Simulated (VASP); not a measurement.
# SiC in VASP: single point with PBE

Aim: the single point of SiC with PBE.

Program: VASP 6.6.1. These are calculated values, not measurements. Logs are shortened: lines on timing, memory, paths and dates and some standing lists are left out, and cuts for length are marked.

### Step 1. The cell of the first run

The cell holds a slab with vacuum, 20 atoms: a = 3.076 Å, b = 5.911 Å, c = 31.387 Å, α = 90.00°, β = 90.00°, γ = 105.08°.

### Step 2. Single point, PBE

INCAR reads:

```
SYSTEM = SiC
ALGO = Normal
DIPOL = 0.5 0.5 0.505
EDIFF = 1E-7
ENCUT = 520
GGA = PE
IDIPOL = 3
ISIF = 2
ISMEAR = 0
ISYM = 0
LASPH = .True.
LCHARG = .False.
LDIPOL = .True.
LREAL = Auto
LWAVE = .False.
NBANDS = 56
NELM = 60
PREC = Accurate
SIGMA = 0.1
```

KPOINTS reads:

```
k-points
0
Gamma
  9 5 1
  0 0 0
```

POSCAR reads:

```
SiC
1.0
    3.0759982100     -0.0000000013      0.0000000000
   -1.5379991025      5.7077690707      0.0000000000
    0.0000000000      0.0000000000     31.3871859965
C Si
10 10
Direct
    0.3857342000      0.7714684000      0.3186013554
    0.7264931350      0.4529862700      0.3811526121
    0.9946449250      0.9892898500      0.3936628635
    0.3354038600      0.6708077200      0.4562141203
    0.6035556450      0.2071112900      0.4687243716
    0.9441132903      0.8881959622      0.5313001858
    0.2132419540      0.4264677903      0.5446395095
    0.5517434643      0.1033741112      0.6056374522
    0.8242530025      0.6485210284      0.6204212574
    0.1587209163      0.3172215109      0.6759273189
    0.8770625100      0.7541250200      0.3522539358
    0.1452142950      0.2904285900      0.3647641872
    0.4859732300      0.9719464600      0.4273154439
    0.7541250200      0.5082500400      0.4398256953
    0.0918573184      0.1837272961      0.5033273479
    0.3595653667      0.7191037618      0.5157973667
    0.7009476687      0.4018981159      0.5795409099
    0.9681945066      0.9363095402      0.5908634235
    0.3108342006      0.6217941320      0.6554739046
    0.5774499028      0.1547135513      0.6660476046
```

Potentials or basis: VASP PAW PBE potentials, release 64 (C, Si).

Command:

```bash
$ cat potpaw_PBE.64/C/POTCAR potpaw_PBE.64/Si/POTCAR > POTCAR
$ mpirun -np 1 vasp_std > vasp.out
```

OUTCAR:

```text
SYSTEM = SiC
   EDIFF = 1E-7
   ENCUT = 520
   GGA = PE
   ISIF = 2
   ISMEAR = 0
   ISYM = 0
   LASPH = .True.
   LREAL = Auto
   NELM = 60
   PREC = Accurate

 ion  position               nearest neighbor table
   1  0.386  0.771  0.319-  11 1.87  11 1.87
   2  0.726  0.453  0.381-  12 1.87  12 1.87  14 1.87  11 1.94
   3  0.995  0.989  0.394-  11 1.87  13 1.87  13 1.87  12 1.94
   4  0.335  0.671  0.456-  14 1.87  14 1.87  16 1.89  13 1.94
   5  0.604  0.207  0.469-  13 1.87  15 1.89  15 1.89  14 1.94
   6  0.944  0.888  0.531-  16 1.88  16 1.88  18 1.89  15 1.90
   7  0.213  0.426  0.545-  17 1.89  17 1.89  15 1.90  16 1.90
   8  0.552  0.103  0.606-  18 1.87  18 1.87  17 1.89  20 1.92
   9  0.824  0.649  0.620-  18 1.89  19 1.90  19 1.90  17 1.90
  10  0.159  0.317  0.676-  20 1.82  20 1.82  19 1.85
  11  0.877  0.754  0.352-   3 1.87   1 1.87   1 1.87   2 1.94  13 3.08  13 3.08  12 3.09  14 3.09
                            12 3.09  12 3.09
  12  0.145  0.290  0.365-   2 1.87   2 1.87   3 1.94  14 3.08  14 3.08  11 3.09  13 3.09  13 3.09
                            11 3.09  11 3.09
  13  0.486  0.972  0.427-   5 1.87   3 1.87   3 1.87   4 1.94  11 3.08  11 3.08  15 3.09  15 3.09
                            14 3.09  14 3.09  12 3.09  12 3.09  14 3.09  16 3.13
  14  0.754  0.508  0.440-   4 1.87   4 1.87   2 1.87   5 1.94  12 3.08  12 3.08  16 3.08  16 3.08
                            13 3.09  13 3.09  11 3.09  13 3.09  15 3.13  15 3.13
  15  0.092  0.184  0.503-   5 1.89   5 1.89   7 1.90   6 1.90  16 3.08  13 3.09  13 3.09  18 3.09
                            16 3.09  16 3.09  17 3.10  17 3.10  14 3.13  14 3.13
  16  0.360  0.719  0.516-   6 1.88   6 1.88   4 1.89   7 1.90  18 3.07  18 3.07  15 3.08  14 3.08
                            14 3.08  15 3.09  15 3.09  17 3.11  17 3.11  13 3.13
  17  0.701  0.402  0.580-   8 1.89   7 1.89   7 1.89   9 1.90  20 3.06  18 3.07  18 3.09  18 3.09
                            19 3.10  19 3.10  15 3.10  15 3.10  16 3.11  16 3.11
  18  0.968  0.936  0.591-   8 1.87   8 1.87   9 1.89   6 1.89  17 3.07  16 3.07  16 3.07  20 3.08
                            20 3.08  15 3.09  17 3.09  17 3.09  19 3.11  19 3.11
  19  0.311  0.622  0.655-  10 1.85   9 1.90   9 1.90  20 3.06  20 3.10  20 3.10  17 3.10  17 3.10
                            18 3.11  18 3.11
  20  0.577  0.155  0.666-  10 1.82  10 1.82   8 1.92  19 3.06  17 3.06  18 3.08  18 3.08  19 3.10
                            19 3.10

IMPORTANT INFORMATION: All symmetrisations will be switched off!
NOSYMM: (Re-)initialisation of all symmetry stuff for point group C_1.

----------------------------------------------------------------------------------------

                                     Primitive cell

  volume of cell :     551.0676

  direct lattice vectors                    reciprocal lattice vectors
     3.075998210 -0.000000001  0.000000000     0.325097718  0.087599900  0.000000000
    -1.537999102  5.707769071  0.000000000     0.000000000  0.175199800  0.000000000
     0.000000000  0.000000000 31.387185997     0.000000000  0.000000000  0.031860136

  length of vectors
     3.075998210  5.911350861 31.387185997     0.336693138  0.175199800  0.031860136

  position of ions in fractional coordinates (direct lattice)
     0.385734200  0.771468400  0.318601355
     0.726493135  0.452986270  0.381152612
     0.994644925  0.989289850  0.393662863
     0.335403860  0.670807720  0.456214120
     0.603555645  0.207111290  0.468724372
     0.944113290  0.888195962  0.531300186
[... 12 lines left out ...]
     0.310834201  0.621794132  0.655473905
     0.577449903  0.154713551  0.666047605

  ion indices of the primitive-cell ions
   primitive index   ion index
                 1           1
                 2           2
                 3           3
                 4           4
                 5           5
                 6           6
[... 12 lines left out ...]
                19          19
                20          20

----------------------------------------------------------------------------------------

 KPOINTS: k-points

Automatic generation of k-mesh.
 Grid dimensions read from file:
 generate k-points for:    9    5    1

 Generating k-lattice:

  Cartesian coordinates                     Fractional coordinates (reciprocal lattice)
     0.036121969  0.009733322  0.000000000     0.111111111  0.000000000  0.000000000
     0.000000000  0.035039960  0.000000000    -0.000000000  0.200000000  0.000000000
     0.000000000  0.000000000  0.031860136     0.000000000  0.000000000  1.000000000

  Length of vectors
     0.037410349  0.035039960  0.031860136

  Shift w.r.t. Gamma in fractional coordinates (k-lattice)
     0.000000000  0.000000000  0.000000000

 -----------------------------------------------------------------------------
|                                                                             |
|           W    W    AA    RRRRR   N    N  II  N    N   GGGG   !!!           |
|           W    W   A  A   R    R  NN   N  II  NN   N  G    G  !!!           |
|           W    W  A    A  R    R  N N  N  II  N N  N  G       !!!           |
|           W WW W  AAAAAA  RRRRR   N  N N  II  N  N N  G  GGG   !            |
|           WW  WW  A    A  R   R   N   NN  II  N   NN  G    G                |
|           W    W  A    A  R    R  N    N  II  N    N   GGGG   !!!           |
|                                                                             |
|     Your reciprocal lattice and k-lattice belong to different lattice       |
|     classes:                                                                |
|                                                                             |
|        The reciprocal lattice is base centered orthorhombic,                |
|        whereas your k-lattice is simple monoclinic.                         |
|                                                                             |
|     Results are often still useful ...                                      |
|                                                                             |
 -----------------------------------------------------------------------------

 WARNING: IBZKPT: internal override: KBLOWUP is changed to .FALSE.
      ... skipping the blow-up phase ...

 Subroutine IBZKPT returns following result:
 ===========================================

 Found     23 irreducible k-points:

 Following reciprocal coordinates:
            Coordinates               Weight
  0.000000  0.000000  0.000000      1.000000
  0.111111  0.000000  0.000000      2.000000
  0.222222  0.000000  0.000000      2.000000
  0.333333  0.000000  0.000000      2.000000
  0.444444  0.000000  0.000000      2.000000
 -0.000000  0.200000  0.000000      2.000000
[... 15 lines left out ...]
 -0.222222  0.400000  0.000000      2.000000
 -0.111111  0.400000  0.000000      2.000000
   k-points           NKPTS =     23   k-points in BZ     NKDIM =     23   number of bands    NBANDS=     56
   number of dos      NEDOS =    301   number of ions     NIONS =     20
   total plane-waves  NPLWV = 276480
   dimension x,y,z NGX =    24 NGY =   48 NGZ =  240
   dimension x,y,z NGXF=    48 NGYF=   96 NGZF=  480
   ions per type =              10  10
   NGX,Y,Z   is equivalent  to a cutoff of  12.97, 13.50, 12.71 a.u.
   NGXF,Y,Z  is equivalent  to a cutoff of  25.94, 27.00, 25.42 a.u.
 SYSTEM =  SiC
   PREC   = accura    normal or accurate (medium, high low for compatibility)
   ISTART =      0    job   : 0-new  1-cont  2-samecut
   ICHARG =      2    charge: 1-file 2-atom 10-const
   ISPIN  =      1    spin polarized calculation?
   LNONCOLLINEAR =      F non collinear calculations
   LSORBIT =      F    spin-orbit coupling
   LASPH  =      T    aspherical Exc in radial PAW
   ENCUT  =  520.0 eV  38.22 Ry    6.18 a.u.   5.72 10.99 58.36*2*pi/ulx,y,z
   NELM   =     60;   NELMIN=  2; NELMDL= -5     # of ELM steps
   EDIFF  = 0.1E-06   stopping-criterion for ELM
   LREAL  =      T    real-space projection
   EDIFFG = 0.1E-05   stopping-criterion for IOM
   NSW    =      0    number of steps for IOM
   IBRION =     -1    ionic relax: 0-MD 1-quasi-New 2-CG
   NFREE  =      0    steps in history (QN), initial steepest desc. (CG)
   ISIF   =      2    stress and relaxation
   ISYM   =      0    0-nonsym 1-usesym 2-fastsym
   POTIM  = 0.5000    time-step for ionic-motion
   TEBEG  =    0.0;   TEEND  =   0.0 temperature during run
   PSTRESS=    0.0 pullay stress
   NELECT =      80.0000    total number of electrons
   NUPDOWN=      -1.0000    fix difference up-down
   EMIN   =  10.00;   EMAX   =-10.00  energy-range for DOS
   EFERMI =   0.00;   METHOD = LEGACY
   ISMEAR =     0;   SIGMA  =   0.10  broadening in eV -4-tet -1-fermi 0-gaus
   EFERMI_NEDOS =   21; number of points for ismear=-14 and -15
   IALGO  =     38    algorithm
   IMIX   =      4    mixing-type and parameters
     AMIX     =   0.40;   BMIX     =  1.00
     AMIX_MAG =   1.60;   BMIX_MAG =  1.00
  volume/ion in A,a.u.               =      27.55       185.94
  Fermi-wavevector in a.u.,A,eV,Ry     =   0.860406  1.625931 10.072362  0.740298
  Thomas-Fermi vector in A             =   1.977905
   LORBIT       =      0    0 simple, 1 ext, 2 COOP (PROOUT), +10 PAW based schemes
   GGA     = PE    functional components
   LHFCALC =     F    Hartree Fock is set to
   AEXX    =    0.0000 exact exchange contribution
   IVDW    =     0    specifies the selected vdW correction
   LEPSILON=     F    determine dielectric tensor
   LRPA    =     F    only Hartree local field effects (RPA)
 non-spin polarized calculation
 Gauss-broadening in eV      SIGMA  =   0.10
  energy-cutoff  :      520.00
  volume of cell :      551.07
 maximum number of plane-waves:     14882
   NGX = 11   NGY = 21   NGZ =117

 dipolmoment           0.000000      0.000000      0.008084 electrons x Angstroem

 number of electron      79.9999997 magnetization

 dipolmoment           0.000000      0.000000     -0.139412 electrons x Angstroem

 Free energy of the ion-electron system (eV)
  ---------------------------------------------------
  ext. energy  EPLUGINS =         0.00000000
  ---------------------------------------------------
  free energy    TOTEN  =      -141.14049536 eV

  energy without entropy =     -141.10154419  energy(sigma->0) =     -141.12101978

 E-fermi :  -0.3770     XC(G=0):  -4.9109

 val. band max:       -0.3838235553   @ k =  -0.1111   0.4000   0.0000
 cond. band min:      -0.3672599035   @ k =  -0.3333   0.4000   0.0000
 fundamental gap:      0.0165636517
 Fermi energy:        -0.3770494568

 k-point     1 :       0.0000    0.0000    0.0000
  band No.  band energies     occupation
      1     -16.3579      2.00000
      2     -15.7896      2.00000
      3     -14.8320      2.00000
      4     -13.6448      2.00000
      5     -13.1257      2.00000
      6     -13.0109      2.00000
[... 44 lines left out ...]
     51       4.4764      0.00000
     52       4.5040      0.00000

 k-point     2 :       0.1111    0.0000    0.0000
  band No.  band energies     occupation
      1     -16.1867      2.00000
      2     -15.6219      2.00000
      3     -14.6710      2.00000
      4     -13.4967      2.00000
      5     -13.1831      2.00000
      6     -12.9080      2.00000
[... 44 lines left out ...]
     51       4.8888      0.00000
     52       4.9616      0.00000
[... 1098 lines left out ...]
     51       5.2303      0.00000
     52       5.2670      0.00000

 k-point    23 :      -0.1111    0.4000    0.0000
  band No.  band energies     occupation
      1     -15.7561      2.00000
      2     -15.2075      2.00000
      3     -14.6420      2.00000
      4     -14.2955      2.00000
      5     -14.1321      2.00000
      6     -13.3685      2.00000
[... 44 lines left out ...]
     51       4.9502      0.00000
     52       5.0786      0.00000
 [bands above 52 left out]

------------------------ aborting loop because EDIFF is reached ----------------------------------------

 vacuum level on the upper side and lower side of the slab       (xc-potential included)        -0.796         0.618

  FORCE on cell =-STRESS in cart. coord.  units (eV):
  Direction    XX          YY          ZZ          XY          YZ          ZX
  --------------------------------------------------------------------------------------
  -------------------------------------------------------------------------------------
  Total        8.2932145     -4.4547700     -1.2194970     -0.0025175      2.5152114     -0.0004069
  in kB       24.1117441    -12.9518265     -3.5455734     -0.0073193      7.3127415     -0.0011831
  external PRESSURE =       2.5381147 kB  Pullay stress =       0.0000000 kB

 VOLUME and BASIS-vectors are now :
 -----------------------------------------------------------------------------
  energy-cutoff  :      520.00
  volume of cell :      551.07
      direct lattice vectors                 reciprocal lattice vectors
     3.075998210 -0.000000001  0.000000000     0.325097718  0.087599900  0.000000000
    -1.537999102  5.707769071  0.000000000     0.000000000  0.175199800  0.000000000
     0.000000000  0.000000000 31.387185997     0.000000000  0.000000000  0.031860136

 POSITION                                       TOTAL-FORCE (eV/Angst)
 -----------------------------------------------------------------------------------
      0.00000      4.40336     10.00000        -0.005363     -0.400666      1.765705
      1.53800      2.58554     11.96331         0.005957      0.097463     -0.787825
      1.53800      5.64664     12.35597         0.001774      1.009221     -0.251522
      0.00000      3.82882     14.31928         0.002248      0.673428     -0.290240
      1.53800      1.18214     14.71194        -0.001370      0.604218     -0.003122
      1.53805      5.06962     16.67602         0.001846      0.004897      0.001823
[... 12 lines left out ...]
     -0.00019      3.54906     20.57348        -0.000101     -0.012088     -0.035407
      1.53829      0.88307     20.90536        -0.001554     -0.002097     -0.000807
 -----------------------------------------------------------------------------------
    total drift:                                0.008982     -0.000429     -0.005790

  FREE ENERGIE OF THE ION-ELECTRON SYSTEM (eV)
  ---------------------------------------------------
  free  energy   TOTEN  =      -141.1404953626 eV

  energy  without entropy=     -141.1015441880  energy(sigma->0) =     -141.12101978

 vacuum level on the upper side and lower side of the slab         4.832         6.267
```

Run time: 26 min. Hardware: 1 thread of Intel Xeon Platinum 8488C (Sapphire Rapids), shared host; peak memory 0.8 GiB.

What came out:

```
Free energy            : -141.1405 eV
Largest force          : 2.116 eV/Å
Band gap on the k mesh : zero (bands 40 and 41 overlap by 0.45 eV)
```

Forces in eV/Å, atoms in the order of the input:
```
C   -0.005 -0.401  1.766
C    0.006  0.097 -0.788
C    0.002  1.009 -0.252
C    0.002  0.673 -0.290
C   -0.001  0.604 -0.003
C    0.002  0.005  0.002
C   -0.002  0.001 -0.002
C   -0.006  0.009 -0.005
C    0.003  0.010  0.017
C    0.005  0.018 -0.005
Si  -0.002 -0.496 -2.057
Si  -0.001 -0.066  0.654
Si   0.001 -0.615  0.357
Si  -0.001 -0.798  0.617
Si  -0.001 -0.002  0.003
Si   0.001 -0.007  0.001
Si   0.000 -0.016 -0.003
Si  -0.001 -0.012  0.024
Si   0.000 -0.012 -0.035
Si  -0.002 -0.002 -0.001
```
